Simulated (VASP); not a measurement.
Input of a VASP 6.6.1 run:

The input INCAR:

```
SYSTEM = SiC18
PREC = Accurate
ENCUT = 520
EDIFF = 1E-7
ISMEAR = -1
SIGMA = 0.02
LREAL = Auto
LASPH = .True.
NELM = 150
ALGO = Normal
ISIF = 2
LWAVE = .False.
LCHARG = .False.
ISPIN = 2
MAGMOM = 0 0 0 0 0 0 0 0 0 0 0 0 0 0 0 0 0 0 0.22
LORBIT = 11
GGA = PE
NBANDS = 57
```

The input KPOINTS:

```
regular mesh
0
Gamma
  2 2 1
  0 0 0
```

POSCAR

```
SiC18
1.0
    7.3980000000      0.0000000000      0.0000000000
   -3.6990000000      6.4068560000      0.0000000000
    0.0000000000      0.0000000000     11.0000000000
C Si
18 1
Direct
    0.0052087085      0.0018080631      0.0865832727
    0.2267974349      0.1117343671      0.0859670909
    0.0040563179      0.3347195567      0.0859290000
    0.2256610507      0.4446567864      0.0865547273
    0.0049726101      0.6677432738      0.0909323636
    0.2258272193      0.7786674150      0.0909206364
    0.3377203689      0.0008924814      0.0892813636
    0.5599712696      0.1127706007      0.0898817273
    0.3368855225      0.3333120020      0.0860862727
    0.5579660486      0.4426295831      0.0912497273
    0.3350614389      0.6658044133      0.0922633636
    0.5590680137      0.7797962058      0.0959813636
    0.6729028562      0.0038305840      0.0912856364
    0.8939898583      0.1131570617      0.0860702727
    0.6708488808      0.3336639687      0.0898652727
    0.8931204501      0.4455358447      0.0892690909
    0.6717094533      0.6665954409      0.0959886364
    0.8957363357      0.7806310927      0.0923277273
    0.6159267077      0.7238247590      0.2790170909
```

Potentials or basis: VASP PAW PBE potentials, release 64 (C, Si).

Run with:

```sh
$ cat potpaw_PBE.64/C/POTCAR potpaw_PBE.64/Si/POTCAR > POTCAR
$ mpirun -np 1 vasp_std > vasp.out
```

Problem. What does it give for the band gap on the k mesh?

Solution. Zero (filled and empty bands overlap).

Problem. Estimate the net moment.

Solution. 0.00 μB per cell.

Forces in eV/Å, atoms in the order of the input:
```
C    0.055  0.025 -0.021
C   -0.030  0.025 -0.013
C    0.037 -0.020 -0.012
C   -0.057 -0.027 -0.023
C    0.123 -0.041 -0.011
C   -0.126  0.042 -0.011
C    0.032 -0.026  0.060
C   -0.139  0.107  0.000
C   -0.027 -0.077 -0.014
C   -0.087  0.019  0.107
C    0.004 -0.075  0.062
C    0.017 -0.005  0.044
C    0.085 -0.033  0.106
C    0.025  0.078 -0.013
C    0.142 -0.110 -0.002
C   -0.049  0.031  0.058
C   -0.007  0.020  0.049
C    0.002  0.070  0.062
Si   0.000 -0.004 -0.428
```

Caveat: the k points lie up to 0.49 Å⁻¹ apart; there is no dipole correction, which matters where the two faces differ.
